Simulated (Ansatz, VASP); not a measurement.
**TaN: VASP beside Ansatz**

INCAR

```
SYSTEM = TaN
  PREC = Accurate
  ENCUT = 520
  EDIFF = 1E-8
  ISMEAR = -1
  SIGMA = 0.02
  LREAL = .False.
  LASPH = .True.
  NELM = 120
  ALGO = Normal
  ISIF = 2
  LWAVE = .False.
  LCHARG = .False.
  GGA = PS
  LEFG = .True.
  NBANDS = 15
  GGA_COMPAT = .False.
```

File KPOINTS:

```
Automatic mesh
0
Gamma
  9 9 9
  0 0 0
```

The input POSCAR:

```
TaN
1.0
    0.0000000000      2.1790000000      2.1572100000
    2.1790000000      0.0000000000      2.1572100000
    2.1790000000      2.1790000000      0.0000000000
Ta N
1 1
Direct
    0.5000000000      0.5000000000      0.5000000000
    0.0000000000      0.0000000000      0.0000000000
```

Input for Ansatz:

```yaml
crystal:
  lattice:
    - [0.0, 2.179, 2.15721]
    - [2.179, 0.0, 2.15721]
    - [2.179, 2.179, 0.0]
  atoms:
    - { symbol: Ta, position: [0.5, 0.5, 0.5] }
    - { symbol: "N", position: [0.0, 0.0, 0.0] }
kpoints:
  mp_grid: { grid: [9, 9, 9] }
scf:
  occupations: { method: fermi_dirac, width: 0.02 }
hamiltonian:
  xc: pbesol
  pseudopotentials: { kind: all_electron, datasets: crystal }
output:
  forces: true
  stress: true
  eigenvalues: true
  efg: { contact_densities: true }
```

Change from the starting cell: zz strain of -1 %, crystal datasets.

Alike in both runs: task electric field gradients; functional PBEsol; k mesh 9 × 9 × 9; occupations fermi-dirac, width 0.02 eV; no spin polarisation.

```csv
,VASP,Ansatz
version,VASP 6.6.1,Ansatz 0.2.0
potentials or method,"VASP PAW PBE potentials, release 64 (Ta_pv, N), cutoff 520 eV","all-electron PAW with datasets made for the crystal, scalar-relativistic"
```

```csv
,VASP,Ansatz,Ansatz less VASP
pressure (GPa),9.4,8.2,-1.21
"traceless stress, the component that is largest in VASP (GPa)",5.58,5.54,-0.038
size of Vzz on the site where it differs most (V/Å²),49.8,51.5,+1.66
```

VASP's potentials were made for PBE, not for PBEsol. Ansatz ran all-electron here, and VASP with PAW potentials.

Spin-orbit coupling is off throughout.
